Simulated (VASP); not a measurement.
Write the native input for VASP 6.6.1 that does the following.

* Task: single point
* Functional: LDA
* Potentials or basis: VASP PAW LDA potentials, release 64 (Ge_d)
* Cutoff: 520 eV
* k mesh: 8 × 8 × 8
* Occupations: fermi-dirac, width 0.05 eV
* Spin: no spin polarisation
* Dipole correction: no
* Further INCAR settings: ALGO = Normal; EDIFF = 1e-07; NBANDS = 21

The structure of Ge lies in POSCAR:

```
Ge
1.0
    0.0000000000      2.8476450493      2.8476450493
    2.8476450493      0.0000000000      2.8476450493
    2.8476450493      2.8476450493      0.0000000000
Ge
2
Direct
    0.7500000000      0.7500000000      0.7500000000
    0.5000000000      0.5000000000      0.5000000000
```

The input as run:

INCAR

```
PREC     = Accurate       # precision mode
ENCUT    = 520            # plane-wave cutoff, eV
EDIFF    = 1E-7           # SCF threshold, eV
ISMEAR   = -1             # smearing method
SIGMA    = 0.05           # smearing width, eV
LREAL    = False          # projectors in reciprocal space
LASPH    = True           # aspherical terms in the spheres
NELM     = 60             # most SCF steps
ALGO     = Normal         # electronic algorithm
ISIF     = 2              # what is computed and relaxed
LWAVE    = False          # write WAVECAR
LCHARG   = False          # write CHGCAR
NBANDS   = 21             # bands
```

KPOINTS

```
Automatic mesh
0
Gamma
  8 8 8
```

Potentials or basis: VASP PAW LDA potentials, release 64 (Ge_d).

Command:

```sh
$ cat potpaw_LDA.64/Ge_d/POTCAR > POTCAR
$ mpirun -np 1 vasp_std > vasp.out
```

It gave:

* Pressure: -2.4 GPa
* Band gap on the k mesh: zero (filled and empty bands touch)

It took 27 s on 1 thread of Intel(R) Xeon(R) Platinum 8488C (Sapphire Rapids), on a shared host, peak memory 0.15 GiB.
